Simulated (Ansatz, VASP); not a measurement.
## Two plane-wave programs on Zn3SeS2

```
CELL_PARAMETERS angstrom
3.91210 0.00000 0.00000
-1.95605 3.38798 0.00000
0.00000 0.00000 19.26752
ATOMIC_POSITIONS crystal
Zn 0.33333 0.66667 0.00689
Zn 0.33333 0.66667 0.33019
Zn 0.33333 0.66667 0.66844
Zn 0.66667 0.33333 0.16844
Zn 0.66667 0.33333 0.50689
Zn 0.66667 0.33333 0.83019
Se 0.33333 0.66667 0.45912
Se 0.66667 0.33333 0.95912
S 0.33333 0.66667 0.12914
S 0.33333 0.66667 0.79123
S 0.66667 0.33333 0.29123
S 0.66667 0.33333 0.62914
```

Alike in both runs: functional PBE; k mesh 12 × 12 × 2; occupations gaussian, width 0.02 eV; no spin polarisation.

Ansatz relaxed the structure, and its values are those at the end. VASP's run is a single point on that final structure, the one shown.

|  | VASP | Ansatz |
| --- | --- | --- |
| version | VASP 6.6.1 | Ansatz 0.2.0 |
| potentials or method | VASP PAW PBE potentials, release 64 (Zn, Se, S), cutoff 520 eV | scalar-relativistic, plane waves, PAW |
| valence electrons in the cell | 108 | 128 |

Ansatz gave:

* gap on the k mesh at the Fermi level (eV): 1.49
* least direct gap on the mesh (eV): 1.49
* pressure (GPa): 0.0

Task: What did VASP give for the same quantities?

Result: gap on the k mesh at the Fermi level (eV): 1.48; least direct gap on the mesh (eV): 1.48; pressure (GPa): 0.2.

The functional is the same, so the differences come from potentials, cutoffs and numerics. VASP's potentials hold 108 valence electrons a cell and Ansatz's 128, so a difference there can come from the potentials and not from the codes.
